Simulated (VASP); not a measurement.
Input of a VASP 6.6.1 run:

INCAR

```
ALGO = Normal ; EDIFF = 1E-6
ENCUT = 520 ; GGA = PE
ISIF = 2 ; ISMEAR = 0
LASPH = True ; LCHARG = True
LELF = True ; LREAL = False
LVHAR = True ; LWAVE = False
NBANDS = 27 ; NELM = 80
PREC = Accurate ; SIGMA = 0.05
```

File KPOINTS:

```
k-points
0
Gamma
  8 8 8
```

Contents of POSCAR:

```
KTaO3
1.0
    3.9145413750      0.0000000000      0.0000000000
    0.0000000000      3.9145413750      0.0000000000
    0.0000000000      0.0000000000      3.9145413750
K Ta O
1 1 3
Direct
    0.5000000000      0.5000000000      0.5000000000
    0.0000000000      0.0000000000      0.0000000000
    0.5000000000      0.0000000000      0.0000000000
    0.0000000000      0.5000000000      0.0000000000
    0.0000000000      0.0000000000      0.5000000000
```

Potentials or basis: VASP PAW PBE potentials, release 64 (K_sv, Ta_pv, O).

The run is started by

```sh
$ cat potpaw_PBE.64/K_sv/POTCAR potpaw_PBE.64/Ta_pv/POTCAR potpaw_PBE.64/O/POTCAR > POTCAR
$ mpirun -np 1 vasp_std > vasp.out
```

(1) What does it give for the pressure?

(2) Estimate the band gap on the k mesh.

Results:

(1) 19.7 GPa.

(2) 2.30 eV, indirect (least direct gap 2.88 eV).

Caveat: spin-orbit coupling is left out, which moves the levels of the heavy elements.
